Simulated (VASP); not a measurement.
Input of a VASP 6.6.1 run:

The input INCAR:

```
SYSTEM = Ge
PREC = Accurate
ENCUT = 500
EDIFF = 1E-6
ISMEAR = 1
SIGMA = 0.02
LREAL = .False.
LASPH = .True.
NELM = 120
ALGO = Normal
ISIF = 2
LWAVE = .False.
LCHARG = .False.
GGA = PE
NBANDS = 21
GGA_COMPAT = .False.
```

File KPOINTS:

```
regular mesh
0
Gamma
  8 8 8
  0 0 0
```

POSCAR

```
Ge
1.0
    0.0000000000      2.8658852698      2.8658852698
    2.8658852698      0.0000000000      2.8658852698
    2.8658852698      2.8658852698      0.0000000000
Ge
2
Direct
    0.0000000000      0.0000000000      0.0000000000
    0.2500000000      0.2500000000      0.2500000000
```

Potentials or basis: VASP PAW PBE potentials, release 64 (Ge_d).

The run is started by

```sh
$ cat potpaw_PBE.64/Ge_d/POTCAR > POTCAR
$ mpirun -np 1 vasp_std > vasp.out
```

(1) What does it give for the band gap on the k mesh?

(2) Estimate the pressure.

Results:

(1) zero (filled and empty bands touch).

(2) 0.8 GPa.

Caveat: semilocal functionals underestimate gaps, so a narrow gap can read as zero.

**What was measured.**

“Temperature-dependent photoluminescence in Ge: experiment and theory”, 2020, arxiv:2003.00143 reports, for a bulk crystal of Ge at 0 K: band gap 0.744 eV (indirect).

A measured gap of Ge is 0.744 eV (indirect; 0 K; “Temperature-dependent photoluminescence in Ge: experiment and theory”, 2020, arxiv:2003.00143); the calculated 0.00 eV misses it by -0.74 eV. 3 values of this kind are on record (0.666 to 0.807 eV); this one was drawn at random among those near their median. Spin-orbit coupling on Ge is left out. The value is that of PBE on a finite k mesh, which can miss the band edges, without temperature or zero-point motion. Semilocal functionals fall short of measured gaps as a rule.
